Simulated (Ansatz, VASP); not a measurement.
**LiCl in VASP and in Ansatz**

Contents of POSCAR:

```
LiCl
1.0
    0.0000000000      2.5205080802      2.5205080802
    2.5205080802      0.0000000000      2.5205080802
    2.5205080802      2.5205080802      0.0000000000
Li Cl
1 1
Direct
    0.0000000000      0.0000000000      0.0000000000
    0.5000000000      0.5000000000      0.5000000000
```

INCAR.step1

```
SYSTEM = LiCl
PREC = Accurate ; ENCUT = 520
EDIFF = 1E-5 ; ISMEAR = 0
SIGMA = 0.01 ; LREAL = .False.
LASPH = .True. ; NELM = 100
ALGO = Normal ; ISIF = 2
LWAVE = .True. ; LCHARG = .False.
GGA = PE ; NBANDS = 12
```

File INCAR.step2:

```
SYSTEM = LiCl
PREC = Accurate ; ENCUT = 520
EDIFF = 1E-6 ; ISMEAR = 0
SIGMA = 0.01 ; LREAL = .False.
LASPH = .True. ; NELM = 100
ALGO = Normal ; ISIF = 2
LWAVE = .False. ; LCHARG = .False.
GGA = PE ; LHFCALC = .True.
HFSCREEN = 0.2079 ; PRECFOCK = Normal
ISTART = 1 ; NBANDS = 12
```

Contents of KPOINTS:

```
regular mesh
0
Gamma
  6 6 6
  0 0 0
```

Input for Ansatz:

```yaml
crystal:
  lattice:
    - [0.0, 2.5205080802, 2.5205080802]
    - [2.5205080802, 0.0, 2.5205080802]
    - [2.5205080802, 2.5205080802, 0.0]
  atoms:
    - { symbol: Li, position: [0.0, 0.0, 0.0] }
    - { symbol: Cl, position: [0.5, 0.5, 0.5] }
kpoints:
  mp_grid: { grid: [6, 6, 6] }
  band_path:
    path:
      - [0.0, 0.0, 0.0]
      - [0.5, 0.0, 0.5]
      - [0.625, 0.25, 0.625]
      - [0.375, 0.375, 0.75]
      - [0.5, 0.5, 0.5]
      - [0.5, 0.25, 0.75]
      - [-0.078125, 0.0, 0.078125]
    npoints: 1
hamiltonian:
  xc: hse06
scf:
  occupations: { method: fixed }
  n_extra_bands: 4
output:
  forces: true
  stress: true
  eigenvalues: true
  write_density: true
  write_potential: true
  elf: true
  volumetric_format: npy
```

Change from the starting cell: hydrostatic strain -1.4%.

Alike in both runs: task single point; functional HSE06; k mesh 6 × 6 × 6; no spin polarisation.

|  | VASP | Ansatz |
| --- | --- | --- |
| version | VASP 6.6.1 | Ansatz 0.2.0 |
| potentials or method | VASP PAW PBE potentials, release 64 (Li_sv, Cl) | plane waves, PAW |
| plane-wave cutoff (eV) | 520 | 420 |
| occupations | gaussian, width 0.01 eV | fixed |
| valence electrons in the cell | 10 | 10 |

```csv
,VASP,Ansatz,Ansatz less VASP
gap on the k mesh at the Fermi level (eV),8.06,8.05,-0.007
```

Ansatz's warnings: stress exchange threshold loose, stress scf threshold loose.

Noted on VASP's run: the cutoff is short for stress, so the pressure is rough.
